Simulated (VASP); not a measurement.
A run of VASP 6.6.1 is set up as follows.

File INCAR:

```
SYSTEM = SnTe
  PREC = Accurate
  ENCUT = 520
  EDIFF = 1E-8
  ISMEAR = -1
  SIGMA = 0.08
  LREAL = .FALSE.
  LASPH = .TRUE.
  NELM = 100
  ALGO = Normal
  ISIF = 2
  LWAVE = .FALSE.
  LCHARG = .FALSE.
  LEFG = .TRUE.
  NBANDS = 17
```

Contents of KPOINTS:

```
Automatic mesh
0
G
  11 11 11
  0 0 0
```

Contents of POSCAR:

```
SnTe
1.0
    0.0000000000      3.1565000000      3.1249350000
    3.1565000000      0.0000000000      3.1249350000
    3.1565000000      3.1565000000      0.0000000000
Sn Te
1 1
Direct
    0.0000000000      0.0000000000      0.0000000000
    0.5000000000      0.5000000000      0.5000000000
```

Potentials or basis: VASP PAW LDA potentials, release 64 (Sn_d, Te).

The run is started by

```console
$ cat potpaw_LDA.64/Sn_d/POTCAR potpaw_LDA.64/Te/POTCAR > POTCAR
$ mpirun -np 1 vasp_std > vasp.out
```

Problem. What does it give for the band gap on the k mesh?

Solution. 0.42 eV, direct.

Problem. Estimate the pressure.

Solution. -1.2 GPa.

Electric field gradients, principal values (V/Å²):
| atom | least | middle | greatest (by size) |
| --- | --- | --- | --- |
| 1 Sn | 7.711 | 7.715 | -15.426 |
| 2 Te | 2.151 | 2.151 | -4.302 |

Caveat: the cell differs from its parent crystal (zz strain of -1 %); without QUAD_EFG the Cq values of the log hold for a quadrupole moment of 1 mb, not for the nuclei; spin-orbit coupling is left out, which moves the levels of the heavy elements. A k mesh can miss the band edges.
